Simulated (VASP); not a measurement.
Mg16Se3S13:

```
CELL_PARAMETERS angstrom
10.46571 0.00000 0.00000
0.00000 10.46571 0.00000
0.00000 0.00000 10.46571
ATOMIC_POSITIONS crystal
S 0.25119 0.99942 0.00298
S 0.24938 0.00048 0.50443
S 0.25004 0.49956 0.00245
S 0.25070 0.49901 0.50253
S 0.75010 0.50087 0.99995
S 0.74919 0.49987 0.50168
S 0.00266 0.24771 0.00081
S 0.00239 0.24897 0.50119
S 0.99873 0.75040 0.99729
S 0.00445 0.75036 0.49832
S 0.49847 0.25085 0.00090
S 0.50269 0.24683 0.50239
S 0.49993 0.74978 0.99948
S 0.50012 0.74970 0.50139
S 0.99872 0.99892 0.24965
S 0.99666 0.50041 0.25299
S 0.00049 0.49866 0.75435
S 0.50166 0.00056 0.24701
S 0.50057 0.99997 0.75137
S 0.49866 0.49876 0.24882
S 0.50135 0.50008 0.74991
S 0.25119 0.25237 0.25187
S 0.24916 0.25018 0.74977
S 0.24785 0.74992 0.75058
S 0.75202 0.74978 0.24977
S 0.74953 0.74780 0.75030
Se 0.74936 0.00111 0.99551
Se 0.74928 0.99680 0.50125
Se 0.99920 0.00260 0.74925
Se 0.24686 0.74719 0.25268
Se 0.75339 0.24929 0.24963
Se 0.74637 0.25161 0.74810
Mg 0.99888 0.99989 0.99772
Mg 0.99843 0.99786 0.49908
Mg 0.00055 0.49757 0.99838
Mg 0.99919 0.50161 0.50046
Mg 0.50018 0.99939 0.99887
Mg 0.49735 0.00185 0.49817
Mg 0.50040 0.49776 0.00308
Mg 0.49956 0.49875 0.50307
Mg 0.24807 0.25219 0.99923
Mg 0.25144 0.24819 0.50204
Mg 0.24956 0.75215 0.99823
Mg 0.24875 0.75107 0.50272
Mg 0.75123 0.25004 0.00238
Mg 0.74919 0.25123 0.49995
Mg 0.74762 0.74897 0.00003
Mg 0.74803 0.75184 0.49974
Mg 0.25020 0.99854 0.24923
Mg 0.24610 0.00196 0.75155
Mg 0.24955 0.50081 0.24909
Mg 0.25066 0.49940 0.75010
Mg 0.74589 0.99927 0.25239
Mg 0.75105 0.00063 0.74773
Mg 0.75118 0.50095 0.24976
Mg 0.74878 0.50093 0.74881
Mg 0.00154 0.24889 0.24946
Mg 0.00350 0.25205 0.75113
Mg 0.00312 0.74961 0.24917
Mg 0.00269 0.75187 0.74703
Mg 0.49921 0.24978 0.24883
Mg 0.49762 0.24912 0.74980
Mg 0.49842 0.75395 0.24823
Mg 0.50018 0.75204 0.74849
```

```yaml
Program: VASP 6.6.1
Task: relaxation of volume and atoms at fixed shape
Functional: PBEsol
Potentials_or_basis: VASP PAW PBE potentials, release 64 (S, Se, Mg)
Cutoff: 500 eV
k_mesh: 1 × 1 × 1, shifted
Occupations: fermi-dirac, width 0.05 eV
Spin: no spin polarisation
```

At the start: pressure 0.0 GPa; volume 17.91 Å³/atom.

Task: How do energy, volume and symmetry change on relaxing?

Result: Over 10 steps the energy falls by 8.6 meV/atom and the volume is 17.89 Å³/atom (-0.1 %); space group P1 (No. 1, to 0.1 Å) before, Pm (No. 6, to 0.1 Å).

The path:
| step | energy change (eV) | largest force (eV/Å) | pressure (GPa) | volume (Å³) |
| --- | --- | --- | --- | --- |
| 1 | 0.0000 | 0.7137 | 0.04 | 1146.32 |
| 2 | -0.3167 | 0.4483 | -0.10 | 1147.10 |
| 3 | -0.4856 | 0.2114 | -0.21 | 1148.19 |
| 4 | -0.4859 | 0.2129 | -0.22 | 1148.23 |
| 5 | -0.5244 | 0.1306 | 0.12 | 1143.17 |
| 6 | -0.5322 | 0.0735 | 0.36 | 1139.56 |
| 7 | -0.5440 | 0.0519 | -0.10 | 1146.71 |
| 8 | -0.5443 | 0.0482 | -0.04 | 1145.66 |
| 9 | -0.5471 | 0.0327 | -0.02 | 1145.47 |
| 10 | -0.5486 | 0.0271 | 0.00 | 1145.18 |

Final structure:
```
S Se Mg
1.0
    10.46225    0.00000    0.00000
     0.00000   10.46225    0.00000
     0.00000    0.00000   10.46225
S Se Mg
26 6 32
Cartesian
  2.6200 0.0095 0.0050
  2.6189 0.0076 5.2366
  2.6151 5.2250 10.4619
  2.6151 5.2223 5.2472
  7.8455 5.2472 0.0026
  7.8447 5.2446 5.2336
  0.0272 2.6327 0.0115
  0.0282 2.6335 5.2232
  10.4589 7.8249 10.4582
  10.4611 7.8253 5.2273
  5.2046 2.6261 0.0032
  5.2060 2.6247 5.2353
  5.2284 7.8353 10.4523
  5.2279 7.8361 5.2406
  0.0143 10.4582 2.6125
  10.4622 5.2300 2.6191
  0.0093 5.2424 7.8499
  5.2084 0.0008 2.6129
  5.2032 10.4548 7.8464
  5.2285 5.2325 2.6212
  5.2211 5.2422 7.8523
  2.6194 2.6169 2.6215
  2.6219 2.6280 7.8535
  2.6247 7.8403 7.8525
  7.8439 7.8283 2.6144
  7.8359 7.8256 7.8456
  7.8370 10.4497 0.0019
  7.8356 10.4494 5.2234
  0.0130 10.4597 7.8432
  2.6140 7.8432 2.6210
  7.8504 2.6267 2.6180
  7.8383 2.6376 7.8490
  0.0652 10.4583 0.0544
  0.0640 10.4588 5.1681
  0.0150 5.2278 0.0177
  0.0150 5.2296 5.2226
  5.1610 10.4612 0.0115
  5.1596 10.4614 5.2140
  5.2142 5.2288 0.0115
  5.2141 5.2287 5.2351
  2.6152 2.6333 10.4588
  2.6183 2.6272 5.2518
  2.6109 7.8330 10.4109
  2.6145 7.8298 5.2946
  7.8510 2.6867 10.4602
  7.8534 2.6864 5.2359
  7.8434 7.7814 10.4461
  7.8448 7.7815 5.2424
  2.6234 0.0426 2.6217
  2.6644 0.0010 7.8545
  2.6169 5.1860 2.6254
  2.6275 5.2373 7.8562
  7.8250 10.4013 2.6133
  7.7768 10.3933 7.8450
  7.8417 5.2848 2.6189
  7.8312 5.2943 7.8489
  0.0594 2.6246 2.6194
  0.0651 2.6788 7.8497
  10.4163 7.8312 2.6097
  0.0018 7.7959 7.8407
  5.1806 2.6192 2.6180
  5.1700 2.6298 7.8502
  5.2736 7.8467 2.6121
  5.2279 7.8366 7.8443
```

Caveat: the PAW data sets were made with another functional, which shifts forces and pressure a little.
